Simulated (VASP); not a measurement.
BeTe:

```
Te Be
1.0
     0.00000    2.78834    2.78834
     2.78834    0.00000    2.78834
     2.78834    2.78834    0.00000
Te Be
1 1
Direct
  0.75000 0.75000 0.75000
  0.00000 0.00000 0.00000
```

This cell differs from its parent crystal: volume scaled by 1.02.

Base run:

```yaml
Program: VASP 6.6.1
Functional: PBEsol
Potentials_or_basis: VASP PAW PBE potentials, release 64 (Te, Be)
Cutoff: 520 eV
k_mesh: 8 × 8 × 8
Occupations: fermi-dirac, width 0.05 eV
Spin: no spin polarisation
```

Its results: band gap on the k mesh 1.78 eV, indirect (least direct gap 3.57 eV); pressure 1.2 GPa.

Problem. The run is repeated on the same cell with these changes: dispersion from none to D3(BJ). What comes out?

Solution. Band gap on the k mesh 1.78 eV, indirect (least direct gap 3.57 eV); pressure -1.1 GPa.

Dispersion adds attraction, which lowers the pressure at fixed volume and, as a term added to the energy, leaves the levels alone.

Caveats: the PAW data sets were made with another functional, which shifts forces and pressure a little; spin-orbit coupling is left out, which moves the levels of the heavy elements.

A k mesh can miss the band edges.
